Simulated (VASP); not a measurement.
# IrRu2 (Fd-3m) in VASP: further runs

Runs on IrRu2. Level: PBE. Tasks: single point, relaxation of cell and atoms.

All numbers are computed with VASP 6.6.1; they aren't measurements. Logs are shortened: lines on timing, memory, paths and dates and some standing lists are left out, and cuts for length are marked.

**1. The cell of the first run**

It takes space group Fd-3m (No. 227, cubic). The conventional cell has a = 6.822 Å, b = 6.822 Å, c = 6.822 Å, α = 90.00°, β = 90.00°, γ = 90.00°. Ru (site symmetry -3m) has 6 Ru at 2.41 Å and 6 Ir at 2.83 Å within 3.2 Å. Ir (site symmetry -43m) has 12 Ru at 2.83 Å and 4 Ir at 2.95 Å within 3.7 Å.

**2. Single point, PBE**

Contents of INCAR:

```
SYSTEM = IrRu2
PREC = Accurate
ENCUT = 520
EDIFF = 1E-6
ISMEAR = 0
SIGMA = 0.1
LREAL = .False.
LASPH = .True.
NELM = 80
ALGO = Normal
ISIF = 2
LWAVE = .False.
LCHARG = .False.
GGA = PE
NBANDS = 46
```

Contents of KPOINTS:

```
Automatic mesh
0
Gamma
  4 4 4
  0 0 0
```

Contents of POSCAR:

```
IrRu2
1.0
    0.0000000000      3.4111704591      3.4111704591
    3.4111704591      0.0000000000      3.4111704591
    3.4111704591      3.4111704591      0.0000000000
Ru Ir
4 2
Direct
    0.6250000000      0.6250000000      0.6250000000
    0.1250000000      0.6250000000      0.6250000000
    0.6250000000      0.6250000000      0.1250000000
    0.6250000000      0.1250000000      0.6250000000
    0.0000000000      0.0000000000      0.0000000000
    0.2500000000      0.2500000000      0.2500000000
```

Potentials or basis: VASP PAW PBE potentials, release 64 (Ru_pv, Ir).

On the command line:

```sh
$ cat potpaw_PBE.64/Ru_pv/POTCAR potpaw_PBE.64/Ir/POTCAR > POTCAR
$ mpirun -np 1 vasp_std > vasp.out
```

OUTCAR:

```text
SYSTEM = IrRu2
   PREC = Accurate
   ENCUT = 520
   EDIFF = 1E-6
   ISMEAR = 0
   LREAL = .False.
   LASPH = .True.
   NELM = 80
   ISIF = 2
   GGA = PE

 ion  position               nearest neighbor table
   1  0.625  0.625  0.625-   2 2.41   3 2.41   4 2.41   3 2.41   4 2.41   2 2.41   6 2.83   5 2.83
                             6 2.83   5 2.83   6 2.83   5 2.83
   2  0.125  0.625  0.625-   1 2.41   3 2.41   4 2.41   1 2.41   3 2.41   4 2.41   5 2.83   6 2.83
                             5 2.83   6 2.83   6 2.83   5 2.83
   3  0.625  0.625  0.125-   1 2.41   1 2.41   2 2.41   4 2.41   4 2.41   2 2.41   6 2.83   5 2.83
                             6 2.83   5 2.83   6 2.83   5 2.83
   4  0.625  0.125  0.625-   1 2.41   3 2.41   1 2.41   2 2.41   3 2.41   2 2.41   6 2.83   5 2.83
                             6 2.83   5 2.83   6 2.83   5 2.83
   5  0.000  0.000  0.000-   3 2.83   4 2.83   2 2.83   3 2.83   2 2.83   4 2.83   1 2.83   1 2.83
                             1 2.83   3 2.83   2 2.83   4 2.83   6 2.95   6 2.95   6 2.95   6 2.95
   6  0.250  0.250  0.250-   2 2.83   4 2.83   2 2.83   3 2.83   3 2.83   4 2.83   1 2.83   1 2.83
                             1 2.83   3 2.83   4 2.83   2 2.83   5 2.95   5 2.95   5 2.95   5 2.95

  LATTYP: Found a face centered cubic cell.
 ALAT       =     6.8223409182

  Lattice vectors:

 A1 = (   0.0000000000,   3.4111704591,   3.4111704591)
 A2 = (   3.4111704591,   0.0000000000,   3.4111704591)
 A3 = (   3.4111704591,   3.4111704591,   0.0000000000)

Analysis of symmetry for initial positions (statically):
=====================================================================
 Subroutine PRICEL returns:
 Original cell was already a primitive cell.

 Routine SETGRP: Setting up the symmetry group for a
 face centered cubic supercell.

 Subroutine GETGRP returns: Found 48 space group operations
 (whereof 24 operations were pure point group operations)
 out of a pool of 48 trial point group operations.

The static configuration has the point symmetry T_d .
 The point group associated with its full space group is O_h .

Analysis of symmetry for dynamics (positions and initial velocities):
=====================================================================
 Subroutine PRICEL returns:
 Original cell was already a primitive cell.

 Routine SETGRP: Setting up the symmetry group for a
 face centered cubic supercell.

 Subroutine GETGRP returns: Found 48 space group operations
 (whereof 24 operations were pure point group operations)
 out of a pool of 48 trial point group operations.

The dynamic configuration has the point symmetry T_d .
 The point group associated with its full space group is O_h .

 Subroutine INISYM returns: Found 48 space group operations
 (whereof 24 operations are pure point group operations),
 and found     1 'primitive' translations

----------------------------------------------------------------------------------------

                                     Primitive cell

  volume of cell :      79.3853

  direct lattice vectors                    reciprocal lattice vectors
     0.000000000  3.411170459  3.411170459    -0.146577254  0.146577254  0.146577254
     3.411170459  0.000000000  3.411170459     0.146577254 -0.146577254  0.146577254
     3.411170459  3.411170459  0.000000000     0.146577254  0.146577254 -0.146577254

  length of vectors
     4.824123527  4.824123527  4.824123527     0.253879252  0.253879252  0.253879252

  position of ions in fractional coordinates (direct lattice)
     0.625000000  0.625000000  0.625000000
     0.125000000  0.625000000  0.625000000
     0.625000000  0.625000000  0.125000000
     0.625000000  0.125000000  0.625000000
     0.000000000  0.000000000  0.000000000
     0.250000000  0.250000000  0.250000000

  ion indices of the primitive-cell ions
   primitive index   ion index
                 1           1
                 2           2
                 3           3
                 4           4
                 5           5
                 6           6

----------------------------------------------------------------------------------------

 KPOINTS: Automatic mesh

Automatic generation of k-mesh.
 Grid dimensions read from file:
 generate k-points for:    4    4    4

 Generating k-lattice:

  Cartesian coordinates                     Fractional coordinates (reciprocal lattice)
    -0.036644314  0.036644314  0.036644314     0.250000000  0.000000000  0.000000000
     0.036644314 -0.036644314  0.036644314     0.000000000  0.250000000  0.000000000
     0.036644314  0.036644314 -0.036644314     0.000000000  0.000000000  0.250000000

  Length of vectors
     0.063469813  0.063469813  0.063469813

  Shift w.r.t. Gamma in fractional coordinates (k-lattice)
     0.000000000  0.000000000  0.000000000

 Subroutine IBZKPT returns following result:
 ===========================================

 Found      8 irreducible k-points:

 Following reciprocal coordinates:
            Coordinates               Weight
  0.000000  0.000000  0.000000      1.000000
  0.250000  0.000000  0.000000      8.000000
  0.500000  0.000000  0.000000      4.000000
  0.250000  0.250000  0.000000      6.000000
  0.500000  0.250000  0.000000     24.000000
 -0.250000  0.250000  0.000000     12.000000
  0.500000  0.500000  0.000000      3.000000
 -0.250000  0.500000  0.250000      6.000000
   k-points           NKPTS =      8   k-points in BZ     NKDIM =      8   number of bands    NBANDS=     46
   number of dos      NEDOS =    301   number of ions     NIONS =      6
   total plane-waves  NPLWV =  46656
   dimension x,y,z NGX =    36 NGY =   36 NGZ =   36
   dimension x,y,z NGXF=    72 NGYF=   72 NGZF=   72
   ions per type =               4   2
   NGX,Y,Z   is equivalent  to a cutoff of  12.41, 12.41, 12.41 a.u.
   NGXF,Y,Z  is equivalent  to a cutoff of  24.81, 24.81, 24.81 a.u.
 SYSTEM =  IrRu2
   PREC   = accura    normal or accurate (medium, high low for compatibility)
   ISTART =      0    job   : 0-new  1-cont  2-samecut
   ICHARG =      2    charge: 1-file 2-atom 10-const
   ISPIN  =      1    spin polarized calculation?
   LNONCOLLINEAR =      F non collinear calculations
   LSORBIT =      F    spin-orbit coupling
   LASPH  =      T    aspherical Exc in radial PAW
   ENCUT  =  520.0 eV  38.22 Ry    6.18 a.u.   8.97  8.97  8.97*2*pi/ulx,y,z
   NELM   =     80;   NELMIN=  2; NELMDL= -5     # of ELM steps
   EDIFF  = 0.1E-05   stopping-criterion for ELM
   LREAL  =      F    real-space projection
   EDIFFG = 0.1E-04   stopping-criterion for IOM
   NSW    =      0    number of steps for IOM
   IBRION =     -1    ionic relax: 0-MD 1-quasi-New 2-CG
   NFREE  =      0    steps in history (QN), initial steepest desc. (CG)
   ISIF   =      2    stress and relaxation
   ISYM   =      2    0-nonsym 1-usesym 2-fastsym
   POTIM  = 0.5000    time-step for ionic-motion
   TEBEG  =    0.0;   TEEND  =   0.0 temperature during run
   PSTRESS=    0.0 pullay stress
   NELECT =      74.0000    total number of electrons
   NUPDOWN=      -1.0000    fix difference up-down
   EMIN   =  10.00;   EMAX   =-10.00  energy-range for DOS
   EFERMI =   0.00;   METHOD = LEGACY
   ISMEAR =     0;   SIGMA  =   0.10  broadening in eV -4-tet -1-fermi 0-gaus
   EFERMI_NEDOS =   21; number of points for ismear=-14 and -15
   IALGO  =     38    algorithm
   IMIX   =      4    mixing-type and parameters
     AMIX     =   0.40;   BMIX     =  1.00
     AMIX_MAG =   1.60;   BMIX_MAG =  1.00
  volume/ion in A,a.u.               =      13.23        89.29
  Fermi-wavevector in a.u.,A,eV,Ry     =   1.599209  3.022067 34.796499  2.557471
  Thomas-Fermi vector in A             =   2.696538
   LORBIT       =      0    0 simple, 1 ext, 2 COOP (PROOUT), +10 PAW based schemes
   GGA     = PE    functional components
   LHFCALC =     F    Hartree Fock is set to
   AEXX    =    0.0000 exact exchange contribution
   IVDW    =     0    specifies the selected vdW correction
   LEPSILON=     F    determine dielectric tensor
   LRPA    =     F    only Hartree local field effects (RPA)
 non-spin polarized calculation
 Gauss-broadening in eV      SIGMA  =   0.10
  energy-cutoff  :      520.00
  volume of cell :       79.39
 maximum number of plane-waves:      2148
   NGX = 17   NGY = 17   NGZ = 17

 number of electron      74.0000021 magnetization

 Free energy of the ion-electron system (eV)
  ---------------------------------------------------
  ext. energy  EPLUGINS =         0.00000000
  ---------------------------------------------------
  free energy    TOTEN  =       -49.97710794 eV

  energy without entropy =      -49.94715454  energy(sigma->0) =      -49.96213124

 E-fermi :  12.8559     XC(G=0): -14.2735

 val. band max:       12.8383251786   @ k =   0.5000   0.0000   0.0000
 cond. band min:      12.9773821783   @ k =   0.2500   0.2500   0.0000
 fundamental gap:      0.1390569997
 Fermi energy:        12.8558958606

 k-point     1 :       0.0000    0.0000    0.0000
  band No.  band energies     occupation
      1     -32.4326      2.00000
      2     -31.1807      2.00000
      3     -31.1807      2.00000
      4     -31.1807      2.00000
      5     -30.7611      2.00000
      6     -30.7611      2.00000
[... 38 lines left out ...]
     45      18.0863      0.00000
     46      18.0863      0.00000

 k-point     2 :       0.2500    0.0000    0.0000
  band No.  band energies     occupation
      1     -32.2415      2.00000
      2     -31.1318      2.00000
      3     -31.0974      2.00000
      4     -31.0974      2.00000
      5     -30.7019      2.00000
      6     -30.7019      2.00000
[... 38 lines left out ...]
     45      16.5204      0.00000
     46      18.2913      0.00000

 k-point     3 :       0.5000    0.0000    0.0000
  band No.  band energies     occupation
      1     -32.0133      2.00000
      2     -31.0212      2.00000
      3     -31.0212      2.00000
      4     -30.9384      2.00000
      5     -30.6633      2.00000
      6     -30.4505      2.00000
[... 234 lines left out ...]
     45      17.2161      0.00000
     46      17.2161      0.00000

 k-point     8 :      -0.2500    0.5000    0.2500
  band No.  band energies     occupation
      1     -31.5342      2.00000
      2     -31.5342      2.00000
      3     -30.8286      2.00000
      4     -30.8286      2.00000
      5     -30.5702      2.00000
      6     -30.5702      2.00000
[... 38 lines left out ...]
     45      14.6607      0.00000
     46      14.6607      0.00000

------------------------ aborting loop because EDIFF is reached ----------------------------------------

  FORCE on cell =-STRESS in cart. coord.  units (eV):
  Direction    XX          YY          ZZ          XY          YZ          ZX
  --------------------------------------------------------------------------------------
  -------------------------------------------------------------------------------------
  Total       19.5925222     19.5925222     19.5925222     -0.0000000     -0.0000000     -0.0000000
  in kB      395.4218543    395.4218543    395.4218543     -0.0000000     -0.0000000     -0.0000000
  external PRESSURE =     395.4218543 kB  Pullay stress =       0.0000000 kB

 VOLUME and BASIS-vectors are now :
 -----------------------------------------------------------------------------
  energy-cutoff  :      520.00
  volume of cell :       79.39
      direct lattice vectors                 reciprocal lattice vectors
     0.000000000  3.411170459  3.411170459    -0.146577254  0.146577254  0.146577254
     3.411170459  0.000000000  3.411170459     0.146577254 -0.146577254  0.146577254
     3.411170459  3.411170459  0.000000000     0.146577254  0.146577254 -0.146577254

 POSITION                                       TOTAL-FORCE (eV/Angst)
 -----------------------------------------------------------------------------------
      4.26396      4.26396      4.26396         0.000000      0.000000      0.000000
      4.26396      2.55838      2.55838         0.000000      0.000000      0.000000
      2.55838      2.55838      4.26396         0.000000      0.000000      0.000000
      2.55838      4.26396      2.55838         0.000000      0.000000      0.000000
      0.00000      0.00000      0.00000         0.000000     -0.000000     -0.000000
      1.70559      1.70559      1.70559        -0.000000      0.000000     -0.000000
 -----------------------------------------------------------------------------------
    total drift:                                0.000000      0.000000      0.000000

  FREE ENERGIE OF THE ION-ELECTRON SYSTEM (eV)
  ---------------------------------------------------
  free  energy   TOTEN  =       -49.9771079445 eV

  energy  without entropy=      -49.9471545364  energy(sigma->0) =      -49.96213124
```

It took 66 s on 1 thread of Intel Xeon 8259CL, shared host; peak memory 0.21 GiB.

Results:

```yaml
Free_energy: -49.9771 eV
Pressure: 39.5 GPa
Band_gap_on_the_k_mesh: zero (bands 37 and 38 overlap by 0.68 eV)
```

Levels at points of the mesh, in eV from the Fermi level:
```
           k point  band 33  band 34  band 35  band 36  band 37  band 38  band 39  band 40  band 41  band 42
(0.00, 0.00, 0.00)    -0.35    -0.35    -0.35     0.55     0.55     0.55     1.36     1.36     2.04     3.34
(0.50, 0.00, 0.00)    -1.52    -1.21    -1.21    -0.54    -0.50    -0.02    -0.02     0.76     0.76     1.34
(0.50, 0.50, 0.00)    -1.06    -1.06    -0.99    -0.99    -0.07    -0.07    -0.04    -0.04     0.23     0.23
```

Caveat: the k points lie up to 0.40 Å⁻¹ apart, too coarse for converged energies and pressures of a metal; spin-orbit coupling is left out, which moves the levels of the heavy elements.

**3. Single point, PBE**

This run uses another cell than the first one, of 14.74 Å³/atom.

Contents of INCAR:

```
ALGO = Normal
EDIFF = 1E-6
ENCUT = 520
GGA = PE
ISIF = 2
ISMEAR = 0
LASPH = T
LCHARG = F
LREAL = F
LWAVE = F
NBANDS = 46
NELM = 100
PREC = Accurate
SIGMA = 0.1
```

Contents of KPOINTS:

```
k-points
0
Gamma
  4 4 4
```

Changes to POSCAR since step 2:

```diff
@@ -2,5 +2,5 @@
 1.0
-    0.0000000000      3.4111704591      3.4111704591
-    3.4111704591      0.0000000000      3.4111704591
-    3.4111704591      3.4111704591      0.0000000000
+    0.0000000000      3.5359232342      3.5359232342
+    3.5359232342      0.0000000000      3.5359232342
+    3.5359232342      3.5359232342      0.0000000000
 Ru Ir
```

Potentials or basis: VASP PAW PBE potentials, release 64 (Ru_pv, Ir).

On the command line:

```sh
$ cat potpaw_PBE.64/Ru_pv/POTCAR potpaw_PBE.64/Ir/POTCAR > POTCAR
$ mpirun -np 1 vasp_std > vasp.out
```

It took 96 s on 1 thread of Intel Xeon 8259CL, shared host; peak memory 0.25 GiB.

Results (log left out):

```
Free energy            : -50.9892 eV
Pressure               : 0.1 GPa
Band gap on the k mesh : zero (bands 37 and 38 overlap by 0.59 eV)
```

Levels at points of the mesh, in eV from the Fermi level:
```
           k point  band 34  band 35  band 36  band 37  band 38  band 39  band 40  band 41
(0.00, 0.00, 0.00)    -0.28    -0.28     0.47     0.47     0.47     1.11     1.11     1.75
(0.50, 0.00, 0.00)    -1.03    -1.03    -0.43    -0.42    -0.01    -0.01     0.60     0.60
(0.50, 0.50, 0.00)    -0.91    -0.82    -0.82    -0.08    -0.08    -0.02    -0.02     0.19
```

Caveat: the k points lie up to 0.38 Å⁻¹ apart, too coarse for converged energies and pressures of a metal; spin-orbit coupling is left out, which moves the levels of the heavy elements.

**4. Relaxation of cell and atoms, PBE**

Contents of INCAR:

```
ALGO = Fast
EDIFF = 1E-6
EDIFFG = -0.04
ENCUT = 600
GGA = PE
IBRION = 2
ISIF = 3
ISMEAR = 0
LASPH = True
LCHARG = False
LREAL = False
LWAVE = False
NELM = 100
NSW = 90
PREC = Accurate
SIGMA = 0.1
```

KPOINTS is that of step 3.

Changes to POSCAR since step 3:

```diff
@@ -2,5 +2,5 @@
 1.0
-    0.0000000000      3.5359232342      3.5359232342
-    3.5359232342      0.0000000000      3.5359232342
-    3.5359232342      3.5359232342      0.0000000000
+    0.0000000000      3.4111704591      3.4111704591
+    3.4111704591      0.0000000000      3.4111704591
+    3.4111704591      3.4111704591      0.0000000000
 Ru Ir
```

On the command line:

```sh
$ cat potpaw_PBE.64/Ru_pv/POTCAR potpaw_PBE.64/Ir/POTCAR > POTCAR
$ mpirun -np 1 vasp_std > vasp.out
```

It took 7.1 min on 1 thread of Intel Xeon 8259CL, shared host; peak memory 0.26 GiB.

It converged, with:

| Item | Value |
| --- | --- |
| Free energy | -50.9823 eV |
| Relaxed volume | 14.74 Å³/atom |
| Relaxed cell | a = 5.001 Å, b = 5.001 Å, c = 5.001 Å, α = 60.00°, β = 60.00°, γ = 60.00° |
| Space group after relaxing (to 0.1 Å) | Fd-3m (No. 227) |
| Pressure after relaxing | 0.1 GPa |
| Band gap on the k mesh | zero (bands 37 and 38 overlap by 0.59 eV) |

Final structure:
```yaml
crystal:
  lattice:
    - [0.00000, 3.53598, 3.53598]
    - [3.53598, 0.00000, 3.53598]
    - [3.53598, 3.53598, 0.00000]
  atoms:
    - { symbol: Ru, position: [0.62500, 0.62500, 0.62500] }
    - { symbol: Ru, position: [0.12500, 0.62500, 0.62500] }
    - { symbol: Ru, position: [0.62500, 0.62500, 0.12500] }
    - { symbol: Ru, position: [0.62500, 0.12500, 0.62500] }
    - { symbol: Ir, position: [0.00000, 0.00000, 0.00000] }
    - { symbol: Ir, position: [0.25000, 0.25000, 0.25000] }
```

Levels at points of the mesh, in eV from the Fermi level:
| k point | band 34 | band 35 | band 36 | band 37 | band 38 | band 39 | band 40 | band 41 |
| --- | --- | --- | --- | --- | --- | --- | --- | --- |
| (0.00, 0.00, 0.00) | -0.28 | -0.28 | 0.47 | 0.47 | 0.47 | 1.11 | 1.11 | 1.75 |
| (0.50, 0.00, 0.00) | -1.03 | -1.03 | -0.43 | -0.42 | -0.01 | -0.01 | 0.60 | 0.60 |
| (0.50, 0.50, 0.00) | -0.91 | -0.82 | -0.82 | -0.08 | -0.08 | -0.02 | -0.02 | 0.19 |

Caveat: the k points lie up to 0.38 Å⁻¹ apart in the final cell, too coarse for converged energies and pressures of a metal; spin-orbit coupling is left out, which moves the levels of the heavy elements.

**5. Overview**

| task | cell | cutoff (eV) | gap on the mesh (eV) | pressure (GPa) |
| --- | --- | --- | --- | --- |
| single point | a = 4.824 Å, angles 60.0°, 6 atoms | 520 | none | 39.5 |
| single point | a = 5.001 Å, angles 60.0°, 6 atoms | 520 | none | 0.1 |
| relaxation of cell and atoms | relaxed from a = 4.824 Å, angles 60.0°, 6 atoms | 600 | none | 0.1 |

Alike in all rows: level PBE; potentials or basis VASP PAW PBE potentials, release 64 (Ru_pv, Ir); no spin polarisation; k mesh 4 × 4 × 4; smearing gaussian 0.1 eV.

Caveats: all runs use coarse meshes; spin-orbit coupling is left out, which moves the levels of the heavy elements.

Total energies depend on the potentials used, so only differences within one code and one set of settings carry meaning.

The gap in the log of VASP goes by the Fermi energy; the results here count the filled bands.